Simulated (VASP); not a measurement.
Here is a VASP 6.6.1 calculation.

Contents of INCAR:

```
SYSTEM = Cu
  PREC = Accurate
  ENCUT = 600
  EDIFF = 1E-7
  ISMEAR = 0
  SIGMA = 0.1
  LREAL = .False.
  LASPH = .True.
  NELM = 60
  ALGO = Normal
  ISIF = 3
  LWAVE = .False.
  LCHARG = .False.
  GGA = PS
  IBRION = 2
  NSW = 80
  EDIFFG = -0.003
```

File KPOINTS:

```
regular mesh
0
Gamma
  12 12 12
  0 0 0
```

POSCAR

```
Cu
1.0
    0.0000000000      1.8000000000      1.8000000000
    1.8000000000      0.0000000000      1.8000000000
    1.8000000000      1.8000000000      0.0000000000
Cu
1
Direct
    0.0000000000      0.0000000000      0.0000000000
```

Potentials or basis: VASP PAW PBE potentials, release 64 (Cu).

Launch:

```bash
$ cat potpaw_PBE.64/Cu/POTCAR > POTCAR
$ mpirun -np 1 vasp_std > vasp.out
```

Q: What does it give for the relaxed cell?

A: a = 2.523 Å, b = 2.523 Å, c = 2.523 Å, α = 60.00°, β = 60.00°, γ = 60.00°.

Q: What does it give for the relaxed volume?

A: 11.36 Å³/atom.

Q: What does it give for the space group after relaxing (to 0.05 Å)?

A: Fm-3m (No. 225).

Final structure:
```
Cu
1.0
     0.00000    1.78410    1.78410
     1.78410    0.00000    1.78410
     1.78410    1.78410    0.00000
Cu
1
Direct
  0.00000 0.00000 0.00000
```

Caveat: the PAW data sets were made with another functional, which shifts forces and pressure a little.
